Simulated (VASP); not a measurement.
# V (Im-3m) in VASP: a series of runs

V is run at these levels: PBE; tasks: single point.

All numbers are computed with VASP 6.6.1; they aren't measurements. Logs are shortened: lines on timing, memory, paths and dates and some standing lists are left out, and cuts for length are marked.

### 1 The cell of the first run

The structure is cubic, space group Im-3m (No. 229). The conventional cell has a = 2.997 Å, b = 2.997 Å, c = 2.997 Å, α = 90.00°, β = 90.00°, γ = 90.00°. Within 3.4 Å of V (site symmetry m-3m) lie 14 V at 2.60 to 3.00 Å.

### 2 Single point, PBE, collinear spin, ferromagnetic start

File INCAR:

```
SYSTEM = V
  ALGO = Normal
  EDIFF = 1E-6
  ENCUT = 500
  GGA = PE
  GGA_COMPAT = .FALSE.
  ISIF = 2
  ISMEAR = 0
  ISPIN = 2
  LASPH = .TRUE.
  LCHARG = .FALSE.
  LMAXMIX = 4
  LORBIT = 11
  LREAL = .FALSE.
  LWAVE = .FALSE.
  MAGMOM = 1 1
  NBANDS = 24
  NELM = 200
  PREC = Accurate
  SIGMA = 0.05
```

File KPOINTS:

```
k-points
0
G
  14 14 8
  0 0 0
```

File POSCAR:

```
V
1.0
    1.4983851313     -1.4983851313      1.4983851313
   -1.4983851313      1.4983851313      1.4983851313
   -2.9967702626     -2.9967702626      0.0000000000
V
2
Direct
    0.0000000000      0.0000000000      0.0000000000
    0.5000000000      0.5000000000      0.5000000000
```

Potentials or basis: VASP PAW PBE potentials, release 64 (V_sv).

On the command line:

```sh
$ cat potpaw_PBE.64/V_sv/POTCAR > POTCAR
$ mpirun -np 1 vasp_std > vasp.out
```

OUTCAR:

```text
SYSTEM = V
   EDIFF = 1E-6
   ENCUT = 500
   GGA = PE
   ISIF = 2
   ISMEAR = 0
   ISPIN = 2
   LASPH = .TRUE.
   LORBIT = 11
   LREAL = .FALSE.
   NELM = 200
   PREC = Accurate

 ion  position               nearest neighbor table
   1  0.000  0.000  0.000-   2 2.60   2 2.60   2 2.60   2 2.60
   2  0.500  0.500  0.500-   1 2.60   1 2.60   1 2.60   1 2.60

  LATTYP: Found a base centered orthorhombic cell.
 ALAT       =     2.9967702626
 B/A-ratio  =     1.4142135624
 C/A-ratio  =     1.4142135624

  Lattice vectors:

 A1 = (   1.4983851313,  -1.4983851313,   1.4983851313)
 A2 = (  -1.4983851313,   1.4983851313,   1.4983851313)
 A3 = (  -2.9967702626,  -2.9967702626,   0.0000000000)

Analysis of symmetry for initial positions (statically):
=====================================================================
 Subroutine PRICEL returns following result:

  LATTYP: Found a body centered cubic cell.
 ALAT       =     2.9967702626

  Lattice vectors:

 A1 = (   1.4983851313,  -1.4983851313,  -1.4983851313)
 A2 = (   1.4983851313,   1.4983851313,   1.4983851313)
 A3 = (  -1.4983851313,  -1.4983851313,   1.4983851313)

   2 primitive cells build up your supercell.

 Routine SETGRP: Setting up the symmetry group for a
 base centered orthorhombic supercell.

 Subroutine GETGRP returns: Found  8 space group operations
 (whereof  8 operations were pure point group operations)
 out of a pool of  8 trial point group operations.

The static configuration has the point symmetry D_2h.

Analysis of symmetry for dynamics (positions and initial velocities):
=====================================================================
 Subroutine PRICEL returns following result:

  LATTYP: Found a body centered cubic cell.
 ALAT       =     2.9967702626

  Lattice vectors:

 A1 = (   1.4983851313,  -1.4983851313,  -1.4983851313)
 A2 = (   1.4983851313,   1.4983851313,   1.4983851313)
 A3 = (  -1.4983851313,  -1.4983851313,   1.4983851313)

   2 primitive cells build up your supercell.

 Routine SETGRP: Setting up the symmetry group for a
 base centered orthorhombic supercell.

 Subroutine GETGRP returns: Found  8 space group operations
 (whereof  8 operations were pure point group operations)
 out of a pool of  8 trial point group operations.

The dynamic configuration has the point symmetry D_2h.

Analysis of structural, dynamic, and magnetic symmetry:
=====================================================================
 Subroutine PRICEL returns following result:

  LATTYP: Found a body centered cubic cell.
 ALAT       =     2.9967702626

  Lattice vectors:

 A1 = (   1.4983851313,  -1.4983851313,  -1.4983851313)
 A2 = (   1.4983851313,   1.4983851313,   1.4983851313)
 A3 = (  -1.4983851313,  -1.4983851313,   1.4983851313)

   2 primitive cells build up your supercell.

 Routine SETGRP: Setting up the symmetry group for a
 base centered orthorhombic supercell.

 Subroutine GETGRP returns: Found  8 space group operations
 (whereof  8 operations were pure point group operations)
 out of a pool of  8 trial point group operations.

The overall configuration has the point symmetry D_2h.

 Subroutine INISYM returns: Found  8 space group operations
 (whereof  8 operations are pure point group operations),
 and found     2 'primitive' translations

----------------------------------------------------------------------------------------

                                     Primitive cell

  volume of cell :      13.4564

  direct lattice vectors                    reciprocal lattice vectors
     1.498385131 -1.498385131 -1.498385131     0.333692580 -0.333692580  0.000000000
     1.498385131  1.498385131  1.498385131     0.333692580 -0.000000000  0.333692580
    -1.498385131 -1.498385131  1.498385131     0.000000000 -0.333692580  0.333692580

  length of vectors
     2.595279177  2.595279177  2.595279177     0.471912572  0.471912572  0.471912572

  position of ions in fractional coordinates (direct lattice)
     0.000000000  0.000000000  0.000000000

  ion indices of the primitive-cell ions
   primitive index   ion index
                 1           1

----------------------------------------------------------------------------------------

 KPOINTS: k-points

Automatic generation of k-mesh.
 Grid dimensions read from file:
 generate k-points for:   14   14    8

 Generating k-lattice:

  Cartesian coordinates                     Fractional coordinates (reciprocal lattice)
     0.011917592 -0.011917592  0.023835184     0.071428571  0.000000000  0.000000000
    -0.011917592  0.011917592  0.023835184     0.000000000  0.071428571  0.000000000
    -0.020855786 -0.020855786  0.000000000     0.000000000  0.000000000  0.125000000

  Length of vectors
     0.029192020  0.029192020  0.029494536

  Shift w.r.t. Gamma in fractional coordinates (k-lattice)
     0.000000000  0.000000000  0.000000000

 Subroutine IBZKPT returns following result:
 ===========================================

 Found    285 irreducible k-points:

 Following reciprocal coordinates:
            Coordinates               Weight
  0.000000  0.000000  0.000000      1.000000
  0.071429  0.000000  0.000000      4.000000
  0.142857  0.000000  0.000000      4.000000
  0.214286  0.000000  0.000000      4.000000
  0.285714  0.000000  0.000000      4.000000
  0.357143  0.000000  0.000000      4.000000
[... 16 lines left out ...]
  0.214286  0.142857  0.000000      4.000000
  0.285714  0.142857  0.000000      4.000000
 [... further k-points ...]
   k-points           NKPTS =    285   k-points in BZ     NKDIM =    285   number of bands    NBANDS=     24
   number of dos      NEDOS =    301   number of ions     NIONS =      2
   total plane-waves  NPLWV =  12800
   dimension x,y,z NGX =    20 NGY =   20 NGZ =   32
   dimension x,y,z NGXF=    40 NGYF=   40 NGZF=   64
   ions per type =               2
   NGX,Y,Z   is equivalent  to a cutoff of  12.81, 12.81, 12.55 a.u.
   NGXF,Y,Z  is equivalent  to a cutoff of  25.62, 25.62, 25.11 a.u.
 SYSTEM =  V
   PREC   = accura    normal or accurate (medium, high low for compatibility)
   ISTART =      0    job   : 0-new  1-cont  2-samecut
   ICHARG =      2    charge: 1-file 2-atom 10-const
   ISPIN  =      2    spin polarized calculation?
   LNONCOLLINEAR =      F non collinear calculations
   LSORBIT =      F    spin-orbit coupling
   LASPH  =      T    aspherical Exc in radial PAW
   ENCUT  =  500.0 eV  36.75 Ry    6.06 a.u.   4.73  4.73  7.73*2*pi/ulx,y,z
   NELM   =    200;   NELMIN=  2; NELMDL= -5     # of ELM steps
   EDIFF  = 0.1E-05   stopping-criterion for ELM
   LREAL  =      F    real-space projection
   EDIFFG = 0.1E-04   stopping-criterion for IOM
   NSW    =      0    number of steps for IOM
   IBRION =     -1    ionic relax: 0-MD 1-quasi-New 2-CG
   NFREE  =      0    steps in history (QN), initial steepest desc. (CG)
   ISIF   =      2    stress and relaxation
   ISYM   =      2    0-nonsym 1-usesym 2-fastsym
   POTIM  = 0.5000    time-step for ionic-motion
   TEBEG  =    0.0;   TEEND  =   0.0 temperature during run
   PSTRESS=    0.0 pullay stress
   NELECT =      26.0000    total number of electrons
   NUPDOWN=      -1.0000    fix difference up-down
   EMIN   =  10.00;   EMAX   =-10.00  energy-range for DOS
   EFERMI =   0.00;   METHOD = LEGACY
   ISMEAR =     0;   SIGMA  =   0.05  broadening in eV -4-tet -1-fermi 0-gaus
   EFERMI_NEDOS =   21; number of points for ismear=-14 and -15
   IALGO  =     38    algorithm
   IMIX   =      4    mixing-type and parameters
     AMIX     =   0.40;   BMIX     =  1.00
     AMIX_MAG =   1.60;   BMIX_MAG =  1.00
  volume/ion in A,a.u.               =      13.46        90.81
  Fermi-wavevector in a.u.,A,eV,Ry     =   1.618375  3.058285 35.635531  2.619138
  Thomas-Fermi vector in A             =   2.712648
   LORBIT       =     11    0 simple, 1 ext, 2 COOP (PROOUT), +10 PAW based schemes
   GGA     = PE    functional components
   LHFCALC =     F    Hartree Fock is set to
   AEXX    =    0.0000 exact exchange contribution
   IVDW    =     0    specifies the selected vdW correction
   LEPSILON=     F    determine dielectric tensor
   LRPA    =     F    only Hartree local field effects (RPA)
 spin polarized calculation
 Gauss-broadening in eV      SIGMA  =   0.05
  energy-cutoff  :      500.00
  volume of cell :       26.91
 maximum number of plane-waves:       710
   NGX =  9   NGY =  9   NGZ = 15

 number of electron      26.0000019 magnetization       0.0004199

 Free energy of the ion-electron system (eV)
  ---------------------------------------------------
  ext. energy  EPLUGINS =         0.00000000
  ---------------------------------------------------
  free energy    TOTEN  =       -17.99030155 eV

  energy without entropy =      -17.98612181  energy(sigma->0) =      -17.98821168

 E-fermi :   9.7166     XC(G=0): -12.9101

 val. band max:        9.7144200853   @ k =  -0.4286   0.0714   0.2500
 cond. band min:       9.7183157617   @ k =  -0.2143   0.1429   0.2500
 fundamental gap:      0.0038956765
 Fermi energy:         9.7165703569

 spin component 1

 k-point     1 :       0.0000    0.0000    0.0000
  band No.  band energies     occupation
      1     -54.0006      1.00000
      2     -53.8022      1.00000
      3     -28.2017      1.00000
      4     -27.5823      1.00000
      5     -27.3062      1.00000
      6     -27.3005      1.00000
[... 637 lines left out ...]
     23      23.6666      0.00000
     24      26.3544      0.00000

 [... further k-points ...]

 spin component 2

 k-point     1 :       0.0000    0.0000    0.0000
  band No.  band energies     occupation
      1     -54.0005      1.00000
      2     -53.8021      1.00000
      3     -28.2016      1.00000
      4     -27.5823      1.00000
      5     -27.3061      1.00000
      6     -27.3004      1.00000
[... 637 lines left out ...]
     23      23.6668      0.00000
     24      26.3545      0.00000

 [... further k-points ...]

------------------------ aborting loop because EDIFF is reached ----------------------------------------

  FORCE on cell =-STRESS in cart. coord.  units (eV):
  Direction    XX          YY          ZZ          XY          YZ          ZX
  --------------------------------------------------------------------------------------
  -------------------------------------------------------------------------------------
  Total        0.0046731      0.0046731     -0.0005532     -0.0089964      0.0000000      0.0000000
  in kB        0.2781994      0.2781994     -0.0329324     -0.5355735      0.0000000      0.0000000
  external PRESSURE =       0.1744888 kB  Pullay stress =       0.0000000 kB

 VOLUME and BASIS-vectors are now :
 -----------------------------------------------------------------------------
  energy-cutoff  :      500.00
  volume of cell :       26.91
      direct lattice vectors                 reciprocal lattice vectors
     1.498385131 -1.498385131  1.498385131     0.166846290 -0.166846290  0.333692580
    -1.498385131  1.498385131  1.498385131    -0.166846290  0.166846290  0.333692580
    -2.996770263 -2.996770263  0.000000000    -0.166846290 -0.166846290  0.000000000

 POSITION                                       TOTAL-FORCE (eV/Angst)
 -----------------------------------------------------------------------------------
      0.00000      0.00000      0.00000        -0.000000     -0.000000      0.000000
     -1.49839     -1.49839      1.49839         0.000000      0.000000     -0.000000
 -----------------------------------------------------------------------------------
    total drift:                               -0.000000     -0.000000      0.000000

  FREE ENERGIE OF THE ION-ELECTRON SYSTEM (eV)
  ---------------------------------------------------
  free  energy   TOTEN  =       -17.9903015477 eV

  energy  without entropy=      -17.9861218115  energy(sigma->0) =      -17.98821168

 total charge

# of ion       s       p       d       tot
------------------------------------------
    1        2.342   6.222   3.089  11.653
    2        2.342   6.222   3.089  11.653
--------------------------------------------------
tot          4.684  12.444   6.179  23.306

 magnetization (x)

# of ion       s       p       d       tot
------------------------------------------
    1        0.000   0.000   0.000   0.000
    2        0.000   0.000   0.000   0.000
--------------------------------------------------
tot          0.000   0.000   0.000   0.000
```

Wall time 5.5 min (1 thread of AMD EPYC 7R43 (Zen 3), shared host); peak memory 0.29 GiB.

Results:

* Free energy: -17.9903 eV
* Pressure: 0.0 GPa
* Band gap on the k mesh: zero (filled and empty bands overlap)
* Net moment: 0.00 μB per cell
* Valence electrons inside the program's atomic spheres: V 11.65

Stress tensor (GPa, compression positive):
```
 0.03 -0.05  0.00
-0.05  0.03  0.00
 0.00  0.00  0.00
```

Caveat: the moments typed at the start vanished in this run.

### 3 Single point, PBE, collinear spin, antiferromagnetic start

File INCAR:

```
ALGO     = Normal         # electronic algorithm
EDIFF    = 1E-6           # SCF threshold, eV
ENCUT    = 500            # plane-wave cutoff, eV
GGA      = PE             # functional
GGA_COMPAT= False        
ISIF     = 2              # what is computed and relaxed
ISMEAR   = 0              # smearing method
ISPIN    = 2              # spin polarisation
LASPH    = True           # aspherical terms in the spheres
LCHARG   = False          # write CHGCAR
LMAXMIX  = 4              # l up to which the mixer works
LORBIT   = 11             # projections on sites
LREAL    = False          # projectors in reciprocal space
LWAVE    = False          # write WAVECAR
MAGMOM   = 1 -1           # initial moments
NBANDS   = 24             # bands
NELM     = 200            # most SCF steps
PREC     = Accurate       # precision mode
SIGMA    = 0.05           # smearing width, eV
```

File KPOINTS:

```
k-points
0
Gamma
  14 14 8
```

POSCAR is that of step 2.

Potentials or basis: VASP PAW PBE potentials, release 64 (V_sv).

On the command line:

```sh
$ cat potpaw_PBE.64/V_sv/POTCAR > POTCAR
$ mpirun -np 1 vasp_std > vasp.out
```

It took 6.1 min on 1 thread of AMD EPYC 7R43 (Zen 3), shared host; peak memory 0.28 GiB.

The run converged. Its results:

- Free energy: -17.9903 eV
- Pressure: 0.0 GPa
- Band gap on the k mesh: zero (filled and empty bands overlap)
- Net moment: 0.00 μB per cell
- Valence electrons inside the program's atomic spheres: V 11.65

Stress tensor (GPa, compression positive):
```
 0.02 -0.05  0.00
-0.05  0.02  0.00
 0.00  0.00  0.00
```

Levels at points of the mesh, in eV from the Fermi level:
Spin up:
```
           k point  band 9  band 10  band 11  band 12  band 13  band 14  band 15  band 16  band 17  band 18
(0.00, 0.00, 0.00)   -6.59    -3.17    -1.13     0.41     0.41     0.41     1.65     2.43     2.43     2.43
(0.50, 0.00, 0.00)   -2.16    -2.16    -1.15    -1.15    -0.47    -0.47     2.21     2.21     2.90     2.90
(0.50, 0.50, 0.00)   -3.17    -2.99    -2.99    -1.13     1.65     2.43     2.79     3.73     3.73     3.73
(0.00, 0.00, 0.50)   -4.44    -4.44    -0.41    -0.41    -0.02    -0.02     2.03     2.03     2.10     2.10
(0.50, 0.00, 0.50)   -3.17    -3.17    -1.13    -1.13     1.65     1.65     2.43     2.43     2.79     2.79
(0.50, 0.50, 0.50)   -2.25    -2.25    -1.59    -1.59     0.76     0.76     1.58     1.58     3.92     3.92
```
Spin down:
| k point | band 10 | band 11 | band 12 | band 13 | band 14 | band 15 | band 16 | band 17 |
| --- | --- | --- | --- | --- | --- | --- | --- | --- |
| (0.00, 0.00, 0.00) | -3.17 | -1.13 | 0.41 | 0.41 | 0.41 | 1.65 | 2.43 | 2.43 |
| (0.50, 0.00, 0.00) | -2.16 | -1.15 | -1.15 | -0.47 | -0.47 | 2.21 | 2.21 | 2.90 |
| (0.50, 0.50, 0.00) | -2.99 | -2.99 | -1.13 | 1.65 | 2.43 | 2.79 | 3.73 | 3.73 |
| (0.00, 0.00, 0.50) | -4.44 | -0.41 | -0.41 | -0.02 | -0.02 | 2.03 | 2.03 | 2.10 |
| (0.50, 0.00, 0.50) | -3.17 | -1.13 | -1.13 | 1.65 | 1.65 | 2.43 | 2.43 | 2.79 |
| (0.50, 0.50, 0.50) | -2.25 | -1.59 | -1.59 | 0.76 | 0.76 | 1.58 | 1.58 | 3.92 |

Caveat: the moments typed at the start vanished in this run.
